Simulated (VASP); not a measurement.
A run of VASP 6.6.1 is set up as follows.

The input INCAR:

```
PREC     = Accurate       # precision mode
ENCUT    = 520            # plane-wave cutoff, eV
EDIFF    = 1E-6           # SCF threshold, eV
ISMEAR   = 0              # smearing method
SIGMA    = 0.02           # smearing width, eV
LREAL    = F              # projectors in reciprocal space
LASPH    = T              # aspherical terms in the spheres
NELM     = 60             # most SCF steps
ALGO     = Normal         # electronic algorithm
ISIF     = 2              # what is computed and relaxed
LWAVE    = F              # write WAVECAR
LCHARG   = F              # write CHGCAR
GGA      = CA             # functional
NBANDS   = 29             # bands
```

KPOINTS

```
Automatic mesh
0
Gamma
  6 6 6
```

POSCAR

```
CsCdCl3
1.0
    4.8989131066      0.0000000000      0.0000000000
    0.0000000000      4.8989131066      0.0000000000
    0.0000000000      0.0000000000      4.8989131066
Cs Cd Cl
1 1 3
Direct
    0.0000000000      0.0000000000      0.0000000000
    0.5000000000      0.5000000000      0.5000000000
    0.0000000000      0.5000000000      0.5000000000
    0.5000000000      0.0000000000      0.5000000000
    0.5000000000      0.5000000000      0.0000000000
```

Potentials or basis: VASP PAW LDA potentials, release 64 (Cs_sv, Cd, Cl).

Launch:

```console
$ cat potpaw_LDA.64/Cs_sv/POTCAR potpaw_LDA.64/Cd/POTCAR potpaw_LDA.64/Cl/POTCAR > POTCAR
$ mpirun -np 1 vasp_std > vasp.out
```

Task: Estimate the band gap on the k mesh.

Result: 1.78 eV (least direct gap 2.92 eV).

Task: Estimate the pressure.

Result: 8.1 GPa.

Caveat: the cell stands under pressure; spin-orbit coupling is left out, which moves the levels of the heavy elements. Expect the measured gap to be larger: semilocal functionals such as LDA lack the derivative discontinuity.
